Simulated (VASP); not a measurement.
Write the native input for VASP 6.6.1 that does the following.

```yaml
Task: single point
Functional: PBEsol
Potentials_or_basis: VASP PAW PBE potentials, release 64 (Sn_d, O, Mg)
Cutoff: 520 eV
k_mesh: 6 × 6 × 6
Occupations: fermi-dirac, width 0.02 eV
Spin: no spin polarisation
Dipole_correction: no
Further_INCAR_settings: ALGO = Normal; EDIFF = 1e-06; NBANDS = 21
```

The structure of Mg3SnO lies in POSCAR:

```
Mg3SnO
1.0
    4.3467650671      0.0000000000      0.0000000000
    0.0000000000      4.3467650671      0.0000000000
    0.0000000000      0.0000000000      4.3467650671
Sn O Mg
1 1 3
Direct
    0.0000000000      0.0000000000      0.0000000000
    0.5000000000      0.5000000000      0.5000000000
    0.5000000000      0.5000000000      0.0000000000
    0.5000000000      0.0000000000      0.5000000000
    0.0000000000      0.5000000000      0.5000000000
```

These files were run (other wordings do the same):

INCAR

```
SYSTEM = Mg3SnO
  PREC = Accurate
  ENCUT = 520
  EDIFF = 1E-6
  ISMEAR = -1
  SIGMA = 0.02
  LREAL = .FALSE.
  LASPH = .TRUE.
  NELM = 60
  ALGO = Normal
  ISIF = 2
  LWAVE = .FALSE.
  LCHARG = .TRUE.
  GGA = PS
  LELF = .TRUE.
  LVHAR = .TRUE.
  NBANDS = 21
```

KPOINTS

```
regular mesh
0
G
  6 6 6
  0 0 0
```

Potentials or basis: VASP PAW PBE potentials, release 64 (Sn_d, O, Mg).

The run is started by

```bash
$ cat potpaw_PBE.64/Sn_d/POTCAR potpaw_PBE.64/O/POTCAR potpaw_PBE.64/Mg/POTCAR > POTCAR
$ mpirun -np 1 vasp_std > vasp.out
```

Results of the run:

* Pressure: -0.3 GPa
* Band gap on the k mesh: zero (bands 13 and 14 overlap by 0.33 eV)

Caveat: semilocal functionals underestimate gaps, and a narrow one can read as zero; the PAW data sets were made with another functional, which shifts forces and pressure a little; spin-orbit coupling is left out, which moves the levels of the heavy elements.

Run time: 24 s on 1 thread of Intel Xeon 8259CL, on a shared host, peak memory 0.2 GiB.
